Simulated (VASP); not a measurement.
Here is a VASP 6.6.1 calculation.

INCAR

```
SYSTEM = Ru
ALGO = Fast
EDIFF = 1E-7
ENCUT = 520
GGA = PE
ISIF = 2
ISMEAR = 0
LASPH = .TRUE.
LCHARG = .FALSE.
LREAL = .FALSE.
LWAVE = .FALSE.
NBANDS = 13
NELM = 80
PREC = Accurate
SIGMA = 0.15
```

File KPOINTS:

```
k-points
0
G
  20 20 20
  0 0 0
```

File POSCAR:

```
Ru
1.0
    0.0333389707      1.9693806256      1.9693806256
    1.9693806256      0.0333389707      1.9693806256
    1.9693806256      1.9693806256      0.0333389707
Ru
1
Direct
    0.0000000000      0.0000000000      0.0000000000
```

Potentials or basis: VASP PAW PBE potentials, release 64 (Ru_pv).

Run with:

```bash
$ cat potpaw_PBE.64/Ru_pv/POTCAR > POTCAR
$ mpirun -np 1 vasp_std > vasp.out
```

Estimate the band gap on the k mesh.

zero (band 7 reaches 13.08 eV, above the bottom of band 8 at 10.06 eV).

What does it give for the pressure?

-18.6 GPa.

Stress tensor (GPa, compression positive):
```
-18.62  -3.15  -3.15
 -3.15 -18.62  -3.15
 -3.15  -3.15 -18.62
```
